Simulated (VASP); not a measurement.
Runs of VASP 6.6.1 on AgCl. It takes space group P2_1/m (No. 11, monoclinic). Conventional cell: a = 3.530 Å, b = 4.011 Å, c = 5.243 Å, α = 90.00°, β = 100.69°, γ = 90.00°. Ag (site symmetry m) has 7 Cl at 2.55 to 3.61 Å and 4 Ag at 3.03 to 3.53 Å within 3.7 Å. Cl (site symmetry m) has 7 Ag at 2.55 to 3.61 Å and 8 Cl at 3.40 to 3.72 Å within 3.8 Å. 

| k mesh | gap on the mesh (eV) | pressure (GPa) | largest force (eV/Å) |
| --- | --- | --- | --- |
| 8 × 6 × 6 | 0.61 | 4.6 | 0.85 |
| 2 × 2 × 2 | (a) | 6.7 | 0.66 |
| 8 × 8 × 6 | 0.61 | 4.6 | 0.85 |
| 4 × 4 × 4 | 0.61 | 4.6 | 0.84 |
| 4 × 4 × 2 | 0.61 | 4.6 | 0.83 |

Alike in all rows: task single point; level PBEsol; potentials or basis VASP PAW PBE potentials, release 64 (Ag, Cl); no spin polarisation; cell as given; cutoff (eV) 520; smearing gaussian 0.01 eV.

**Question.** Fill in the values left out.

**Answer.** (a) 0.56.

Caveats: some runs use coarse meshes; semilocal functionals underestimate gaps, and a narrow one can read as zero; the PAW data sets were made with another functional, which shifts forces and pressure a little; the cell stands under pressure (at least some runs).

A k mesh can miss the band edges, and the runs leave out spin-orbit coupling on Ag.
